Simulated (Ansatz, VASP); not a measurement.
## One calculation of HfO2, two programs

```
CELL_PARAMETERS angstrom
5.29432 0.00000 0.00000
0.00000 5.06970 0.00000
0.00000 0.00000 5.10173
ATOMIC_POSITIONS crystal
Hf 0.03258 0.26630 0.24001
Hf 0.46742 0.26630 0.74001
Hf 0.53258 0.73370 0.24001
Hf 0.96742 0.73370 0.74001
O 0.36543 0.06763 0.38315
O 0.13457 0.06763 0.88315
O 0.72924 0.46279 0.48984
O 0.77076 0.46279 0.98984
O 0.27076 0.53721 0.98984
O 0.22924 0.53721 0.48984
O 0.86543 0.93237 0.38315
O 0.63457 0.93237 0.88315
```

Alike in both runs: functional PBE; k mesh 6 × 6 × 6; no spin polarisation.

Ansatz relaxed the structure, and its values are those at the end. VASP's run is a single point on that final structure, the one shown.

|  | VASP | Ansatz |
| --- | --- | --- |
| version | VASP 6.6.1 | Ansatz 0.2.0 |
| potentials or method | VASP PAW PBE potentials, release 64 (Hf_pv, O), cutoff 520 eV | plane-wave PAW DFT |
| occupations | gaussian, width 0.01 eV | fixed |
| valence electrons in the cell | 88 | 152 |

```csv
,VASP,Ansatz,Ansatz less VASP
pressure (GPa),-3.2,0.0,+3.21
rms of the force components (eV/Å),0.027,0.001,-0.0265
```

VASP's potentials hold 88 valence electrons a cell and Ansatz's 152, so a difference there can come from the potentials and not from the codes.

Neither program's run includes spin-orbit coupling.
